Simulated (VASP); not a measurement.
Write the native input for VASP 6.6.1 that does the following.

```yaml
Task: electric field gradients
Functional: PBE
Potentials_or_basis: VASP PAW PBE potentials, release 64 (Ba_sv, S)
Cutoff: 520 eV
k_mesh: 8 × 8 × 8
Occupations: fermi-dirac, width 0.02 eV
Spin: no spin polarisation
Dipole_correction: no
Further_INCAR_settings: ALGO = Normal; EDIFF = 1e-08; NBANDS = 15
```

The structure of BaS lies in POSCAR:

```
BaS
1.0
    0.0000000000      3.2461158646      3.2461158646
    3.2461158646      0.0000000000      3.2461158646
    3.2461158646      3.2461158646      0.0000000000
Ba S
1 1
Direct
    0.0000000000      0.0000000000      0.0000000000
    0.5000000000      0.5000000000      0.5000000000
```

These files were run (other wordings do the same):

INCAR

```
SYSTEM = BaS
ALGO     = Normal         ! electronic algorithm
EDIFF    = 1E-8           ! SCF threshold, eV
ENCUT    = 520            ! plane-wave cutoff, eV
GGA      = PE             ! functional
ISIF     = 2              ! what is computed and relaxed
ISMEAR   = -1             ! smearing method
LASPH    = .TRUE.         ! aspherical terms in the spheres
LCHARG   = .FALSE.        ! write CHGCAR
LEFG     = .TRUE.       
LREAL    = .FALSE.        ! projectors in reciprocal space
LWAVE    = .FALSE.        ! write WAVECAR
NBANDS   = 15             ! bands
NELM     = 100            ! most SCF steps
PREC     = Accurate       ! precision mode
SIGMA    = 0.02           ! smearing width, eV
```

KPOINTS

```
k-points
0
G
  8 8 8
  0 0 0
```

Potentials or basis: VASP PAW PBE potentials, release 64 (Ba_sv, S).

Run with:

```bash
$ cat potpaw_PBE.64/Ba_sv/POTCAR potpaw_PBE.64/S/POTCAR > POTCAR
$ mpirun -np 1 vasp_std > vasp.out
```

Results of the run:

- Pressure: -0.7 GPa
- Band gap on the k mesh: 2.18 eV (least direct gap 2.34 eV)
- Largest electric field gradient by atom: zero within the noise of the run

Caveat: spin-orbit coupling is left out, which moves the levels of the heavy elements.

It took 35 s on 1 thread of Intel(R) Xeon(R) Platinum 8175M CPU @ 2.50GHz (Skylake/Cascade Lake), with other jobs on the host, peak memory 0.21 GiB.
